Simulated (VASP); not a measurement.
# Pb (Im-3m) in VASP: further runs

The runs below take Pb through single point, with RPBE, PBEsol, PBE.

All numbers are computed with VASP 6.6.1; they aren't measurements. Logs are shortened: lines on timing, memory, paths and dates and some standing lists are left out, and cuts for length are marked.

## 1. The cell of the first run

It takes space group Im-3m (No. 229, cubic). The conventional cell has a = 3.959 Å, b = 3.959 Å, c = 3.959 Å, α = 90.00°, β = 90.00°, γ = 90.00°. Within 4.5 Å of Pb (site symmetry m-3m) lie 14 Pb at 3.43 to 3.96 Å.

## 2. Single point, RPBE

Contents of INCAR:

```
SYSTEM = Pb
PREC = Accurate
ENCUT = 520
EDIFF = 1E-6
ISMEAR = 0
SIGMA = 0.02
LREAL = .FALSE.
LASPH = .TRUE.
NELM = 60
ALGO = Normal
ISIF = 2
LWAVE = .FALSE.
LCHARG = .FALSE.
GGA = RP
NBANDS = 13
```

Contents of KPOINTS:

```
Automatic mesh
0
G
  9 9 9
  0 0 0
```

Contents of POSCAR:

```
Pb
1.0
   -1.9796595667      1.9796595667      1.9796595667
    1.9796595667     -1.9796595667      1.9796595667
    1.9796595667      1.9796595667     -1.9796595667
Pb
1
Direct
    0.0000000000      0.0000000000      0.0000000000
```

Potentials or basis: VASP PAW PBE potentials, release 64 (Pb_d).

Run with:

```sh
> cat potpaw_PBE.64/Pb_d/POTCAR > POTCAR
> mpirun -np 1 vasp_std > vasp.out
```

OUTCAR:

```text
SYSTEM = Pb
   PREC = Accurate
   ENCUT = 520
   EDIFF = 1E-6
   ISMEAR = 0
   LREAL = .FALSE.
   LASPH = .TRUE.
   NELM = 60
   ISIF = 2
   GGA = RP

 ion  position               nearest neighbor table
   1  0.000  0.000  0.000-

  LATTYP: Found a body centered cubic cell.
 ALAT       =     3.9593191334

  Lattice vectors:

 A1 = (  -1.9796595667,   1.9796595667,   1.9796595667)
 A2 = (   1.9796595667,  -1.9796595667,   1.9796595667)
 A3 = (   1.9796595667,   1.9796595667,  -1.9796595667)

Analysis of symmetry for initial positions (statically):
=====================================================================
 Subroutine PRICEL returns:
 Original cell was already a primitive cell.

 Routine SETGRP: Setting up the symmetry group for a
 body centered cubic supercell.

 Subroutine GETGRP returns: Found 48 space group operations
 (whereof 48 operations were pure point group operations)
 out of a pool of 48 trial point group operations.

The static configuration has the point symmetry O_h .

Analysis of symmetry for dynamics (positions and initial velocities):
=====================================================================
 Subroutine PRICEL returns:
 Original cell was already a primitive cell.

 Routine SETGRP: Setting up the symmetry group for a
 body centered cubic supercell.

 Subroutine GETGRP returns: Found 48 space group operations
 (whereof 48 operations were pure point group operations)
 out of a pool of 48 trial point group operations.

The dynamic configuration has the point symmetry O_h .

 Subroutine INISYM returns: Found 48 space group operations
 (whereof 48 operations are pure point group operations),
 and found     1 'primitive' translations

----------------------------------------------------------------------------------------

                                     Primitive cell

  volume of cell :      31.0336

  direct lattice vectors                    reciprocal lattice vectors
    -1.979659567  1.979659567  1.979659567     0.000000000  0.252568678  0.252568678
     1.979659567 -1.979659567  1.979659567     0.252568678  0.000000000  0.252568678
     1.979659567  1.979659567 -1.979659567     0.252568678  0.252568678  0.000000000

  length of vectors
     3.428870951  3.428870951  3.428870951     0.357186050  0.357186050  0.357186050

  position of ions in fractional coordinates (direct lattice)
     0.000000000  0.000000000  0.000000000

  ion indices of the primitive-cell ions
   primitive index   ion index
                 1           1

----------------------------------------------------------------------------------------

 KPOINTS: Automatic mesh

Automatic generation of k-mesh.
 Grid dimensions read from file:
 generate k-points for:    9    9    9

 Generating k-lattice:

  Cartesian coordinates                     Fractional coordinates (reciprocal lattice)
     0.000000000  0.028063186  0.028063186     0.111111111  0.000000000  0.000000000
     0.028063186  0.000000000  0.028063186     0.000000000  0.111111111  0.000000000
     0.028063186  0.028063186  0.000000000     0.000000000  0.000000000  0.111111111

  Length of vectors
     0.039687339  0.039687339  0.039687339

  Shift w.r.t. Gamma in fractional coordinates (k-lattice)
     0.000000000  0.000000000  0.000000000

 Subroutine IBZKPT returns following result:
 ===========================================

 Found     35 irreducible k-points:

 Following reciprocal coordinates:
            Coordinates               Weight
  0.000000  0.000000  0.000000      1.000000
  0.111111  0.000000  0.000000     12.000000
  0.222222  0.000000  0.000000     12.000000
  0.333333  0.000000  0.000000     12.000000
  0.444444  0.000000  0.000000     12.000000
  0.111111  0.111111  0.000000     24.000000
[... 16 lines left out ...]
 -0.333333  0.444444  0.111111     48.000000
 -0.444444 -0.444444  0.111111     24.000000
 [... further k-points ...]
   k-points           NKPTS =     35   k-points in BZ     NKDIM =     35   number of bands    NBANDS=     13
   number of dos      NEDOS =    301   number of ions     NIONS =      1
   total plane-waves  NPLWV =  21952
   dimension x,y,z NGX =    28 NGY =   28 NGZ =   28
   dimension x,y,z NGXF=    56 NGYF=   56 NGZF=   56
   ions per type =               1
   NGX,Y,Z   is equivalent  to a cutoff of  13.58, 13.58, 13.58 a.u.
   NGXF,Y,Z  is equivalent  to a cutoff of  27.15, 27.15, 27.15 a.u.
 SYSTEM =  Pb
   PREC   = accura    normal or accurate (medium, high low for compatibility)
   ISTART =      0    job   : 0-new  1-cont  2-samecut
   ICHARG =      2    charge: 1-file 2-atom 10-const
   ISPIN  =      1    spin polarized calculation?
   LNONCOLLINEAR =      F non collinear calculations
   LSORBIT =      F    spin-orbit coupling
   LASPH  =      T    aspherical Exc in radial PAW
   ENCUT  =  520.0 eV  38.22 Ry    6.18 a.u.   6.38  6.38  6.38*2*pi/ulx,y,z
   NELM   =     60;   NELMIN=  2; NELMDL= -5     # of ELM steps
   EDIFF  = 0.1E-05   stopping-criterion for ELM
   LREAL  =      F    real-space projection
   EDIFFG = 0.1E-04   stopping-criterion for IOM
   NSW    =      0    number of steps for IOM
   IBRION =     -1    ionic relax: 0-MD 1-quasi-New 2-CG
   NFREE  =      0    steps in history (QN), initial steepest desc. (CG)
   ISIF   =      2    stress and relaxation
   ISYM   =      2    0-nonsym 1-usesym 2-fastsym
   POTIM  = 0.5000    time-step for ionic-motion
   TEBEG  =    0.0;   TEEND  =   0.0 temperature during run
   PSTRESS=    0.0 pullay stress
   NELECT =      14.0000    total number of electrons
   NUPDOWN=      -1.0000    fix difference up-down
   EMIN   =  10.00;   EMAX   =-10.00  energy-range for DOS
   EFERMI =   0.00;   METHOD = LEGACY
   ISMEAR =     0;   SIGMA  =   0.02  broadening in eV -4-tet -1-fermi 0-gaus
   EFERMI_NEDOS =   21; number of points for ismear=-14 and -15
   IALGO  =     38    algorithm
   IMIX   =      4    mixing-type and parameters
     AMIX     =   0.40;   BMIX     =  1.00
     AMIX_MAG =   1.60;   BMIX_MAG =  1.00
  volume/ion in A,a.u.               =      31.03       209.42
  Fermi-wavevector in a.u.,A,eV,Ry     =   1.255568  2.372680 21.448927  1.576452
  Thomas-Fermi vector in A             =   2.389319
   LORBIT       =      0    0 simple, 1 ext, 2 COOP (PROOUT), +10 PAW based schemes
   GGA     = RP    functional components
   LHFCALC =     F    Hartree Fock is set to
   AEXX    =    0.0000 exact exchange contribution
   IVDW    =     0    specifies the selected vdW correction
   LEPSILON=     F    determine dielectric tensor
   LRPA    =     F    only Hartree local field effects (RPA)
 non-spin polarized calculation
 Gauss-broadening in eV      SIGMA  =   0.02
  energy-cutoff  :      520.00
  volume of cell :       31.03
 maximum number of plane-waves:       887
 NGX is ok and might be reduce to    28
   NGX = 13   NGY = 13   NGZ = 13

 number of electron      14.0000002 magnetization

 Free energy of the ion-electron system (eV)
  ---------------------------------------------------
  ext. energy  EPLUGINS =         0.00000000
  ---------------------------------------------------
  free energy    TOTEN  =        -3.10412539 eV

  energy without entropy =       -3.10404223  energy(sigma->0) =       -3.10408381

 E-fermi :   7.2832     XC(G=0):  -9.9829

 val. band max:        7.0875796465   @ k =   0.3333   0.2222   0.0000
 cond. band min:       7.3076805237   @ k =  -0.2222   0.3333   0.1111
 fundamental gap:      0.2201008773
 Fermi energy:         7.2831750498

 k-point     1 :       0.0000    0.0000    0.0000
  band No.  band energies     occupation
      1     -10.0425      2.00000
      2     -10.0425      2.00000
      3     -10.0425      2.00000
      4      -9.8202      2.00000
      5      -9.8202      2.00000
      6      -4.4469      2.00000
      7      14.6191      0.00000
      8      14.6191      0.00000
      9      14.6191      0.00000
     10      18.1987      0.00000
     11      18.1987      0.00000
     12      18.1987      0.00000
     13      18.6291      0.00000

 k-point     2 :       0.1111    0.0000    0.0000
  band No.  band energies     occupation
      1     -10.0516      2.00000
      2     -10.0313      2.00000
      3     -10.0020      2.00000
      4      -9.8301      2.00000
      5      -9.8210      2.00000
      6      -4.2015      2.00000
      7      12.4103      0.00000
      8      13.8548      0.00000
      9      14.2968      0.00000
     10      16.9408      0.00000
     11      17.6242      0.00000
     12      18.0408      0.00000
     13      19.8520      0.00000

 k-point     3 :       0.2222    0.0000    0.0000
  band No.  band energies     occupation
      1     -10.0747      2.00000
      2     -10.0137      2.00000
      3      -9.8978      2.00000
      4      -9.8479      2.00000
      5      -9.8233      2.00000
      6      -3.4685      2.00000
      7       9.0225      0.00000
      8      12.4649      0.00000
      9      13.5084      0.00000
     10      15.7141      0.00000
     11      16.8391      0.00000
     12      18.4412      0.00000
     13      20.5440      0.00000
[... 305 lines left out ...]
 k-point    23 :      -0.3333    0.4444    0.1111
  band No.  band energies     occupation
      1     -10.0335      2.00000
      2      -9.9800      2.00000
      3      -9.8848      2.00000
      4      -9.8541      2.00000
      5      -9.7405      2.00000
      6      -1.0397      2.00000
      7       5.1611      2.00000
      8       8.2134      0.00000
      9      11.7837      0.00000
     10      15.6095      0.00000
     11      16.6232      0.00000
     12      19.7524      0.00000
     13      20.0211      0.00000

 k-point    24 :      -0.4444   -0.4444    0.1111
  band No.  band energies     occupation
      1     -10.0392      2.00000
      2      -9.9882      2.00000
      3      -9.8957      2.00000
      4      -9.8367      2.00000
      5      -9.7069      2.00000
      6      -0.2382      2.00000
      7       3.9770      2.00000
      8       7.8340      0.00000
      9      11.6696      0.00000
     10      15.8895      0.00000
     11      17.2978      0.00000
     12      18.0950      0.00000
     13      19.8465      0.00000

 [... further k-points ...]
[... 5 lines left out ...]
  --------------------------------------------------------------------------------------
  -------------------------------------------------------------------------------------
  Total        0.4288161      0.4288161      0.4288161     -0.0000000      0.0000000      0.0000000
  in kB       22.1386000     22.1386000     22.1386000     -0.0000000      0.0000000      0.0000000
  external PRESSURE =      22.1386000 kB  Pullay stress =       0.0000000 kB

 VOLUME and BASIS-vectors are now :
 -----------------------------------------------------------------------------
  energy-cutoff  :      520.00
  volume of cell :       31.03
      direct lattice vectors                 reciprocal lattice vectors
    -1.979659567  1.979659567  1.979659567     0.000000000  0.252568678  0.252568678
     1.979659567 -1.979659567  1.979659567     0.252568678  0.000000000  0.252568678
     1.979659567  1.979659567 -1.979659567     0.252568678  0.252568678  0.000000000

 POSITION                                       TOTAL-FORCE (eV/Angst)
 -----------------------------------------------------------------------------------
      0.00000      0.00000      0.00000        -0.000000      0.000000      0.000000
 -----------------------------------------------------------------------------------
    total drift:                               -0.000000     -0.000000     -0.000000

  FREE ENERGIE OF THE ION-ELECTRON SYSTEM (eV)
  ---------------------------------------------------
  free  energy   TOTEN  =        -3.1041253866 eV

  energy  without entropy=       -3.1040422331  energy(sigma->0) =       -3.10408381
```

Run time: 5.9 s. Hardware: 1 thread of Intel Xeon 6975P-C (Granite Rapids), shared host; peak memory 0.16 GiB.

What came out:

| Quantity | Value |
| --- | --- |
| Free energy | -3.1041 eV |
| Pressure | 2.2 GPa |
| Band gap on the k mesh | zero (band 7 reaches 14.62 eV, above the bottom of band 8 at 5.15 eV) |

Caveat: the PAW data sets were made with another functional, which shifts forces and pressure a little; spin-orbit coupling is left out, which moves the levels of the heavy elements.

## 3. Single point, PBEsol

Contents of INCAR:

```
  PREC = Accurate
  ENCUT = 520
  EDIFF = 1E-7
  ISMEAR = 0
  SIGMA = 0.02
  LREAL = F
  LASPH = T
  NELM = 60
  ALGO = Fast
  ISIF = 2
  LWAVE = F
  LCHARG = F
  GGA = PS
  NBANDS = 13
```

Contents of KPOINTS:

```
regular mesh
0
Gamma
  9 9 9
```

POSCAR is that of step 2.

Potentials or basis: VASP PAW PBE potentials, release 64 (Pb_d).

Run with:

```sh
> cat potpaw_PBE.64/Pb_d/POTCAR > POTCAR
> mpirun -np 1 vasp_std > vasp.out
```

Wall time 8.8 s (1 thread of Intel Xeon 6975P-C (Granite Rapids), shared host); peak memory 0.15 GiB.

The run converged. Its results:

| Item | Value |
| --- | --- |
| Free energy | -3.9377 eV |
| Pressure | -2.1 GPa |
| Band gap on the k mesh | zero (band 7 reaches 14.27 eV, above the bottom of band 8 at 4.83 eV) |

Levels at points of the mesh, in eV from the Fermi level:
| k point | band 5 | band 6 | band 7 | band 8 | band 9 | band 10 |
| --- | --- | --- | --- | --- | --- | --- |
| (0.00, 0.00, 0.00) | -16.93 | -11.73 | 7.32 | 7.32 | 7.32 | 10.96 |

Caveat: the PAW data sets were made with another functional, which shifts forces and pressure a little; spin-orbit coupling is left out, which moves the levels of the heavy elements.

## 4. Single point, PBE (volume scaled by 0.96)

Contents of INCAR:

```
PREC = Accurate
ENCUT = 520
EDIFF = 1E-6
ISMEAR = -1
SIGMA = 0.05
LREAL = False
LASPH = True
NELM = 100
ALGO = Normal
ISIF = 2
LWAVE = False
LCHARG = False
GGA = PE
NBANDS = 13
```

KPOINTS is that of step 3.

Contents of POSCAR:

```
Pb
1.0
   -1.9529041306      1.9529041306      1.9529041306
    1.9529041306     -1.9529041306      1.9529041306
    1.9529041306      1.9529041306     -1.9529041306
Pb
1
Direct
    0.0000000000      0.0000000000      0.0000000000
```

Run with:

```sh
> cat potpaw_PBE.64/Pb_d/POTCAR > POTCAR
> mpirun -np 1 vasp_std > vasp.out
```

Wall time 18 s (1 thread of Intel Xeon 6975P-C, shared host); peak memory 0.16 GiB.

It converged, with:

```
Free energy            : -3.4908 eV
Pressure               : 2.6 GPa
Band gap on the k mesh : zero (band 7 reaches 15.28 eV, above the bottom of band 8 at 5.37 eV)
```

Levels at points of the mesh, in eV from the Fermi level:
```csv
k point,band 5,band 6,band 7,band 8,band 9,band 10
"(0.00, 0.00, 0.00)",-16.95,-11.93,7.75,7.75,7.75,11.09
```

Caveat: spin-orbit coupling is left out, which moves the levels of the heavy elements.

## 5. Summary

```tsv
level	cell	smearing	gap on the mesh (eV)	pressure (GPa)
RPBE	a = 3.429 Å, angles 109.5°, 1 atom	gaussian 0.02 eV	none	2.2
PBEsol	a = 3.429 Å, angles 109.5°, 1 atom	gaussian 0.02 eV	none	-2.1
PBE	a = 3.383 Å, angles 109.5°, 1 atom	fermi-dirac 0.05 eV	none	2.6
```

Alike in all rows: task single point; potentials or basis VASP PAW PBE potentials, release 64 (Pb_d); no spin polarisation; k mesh 9 × 9 × 9; cutoff (eV) 520.

Caveats: spin-orbit coupling is left out, which moves the levels of the heavy elements; the PAW data sets were made with another functional, which shifts forces and pressure a little (some runs).

Absolute energies hang on the potentials; compare differences alone.
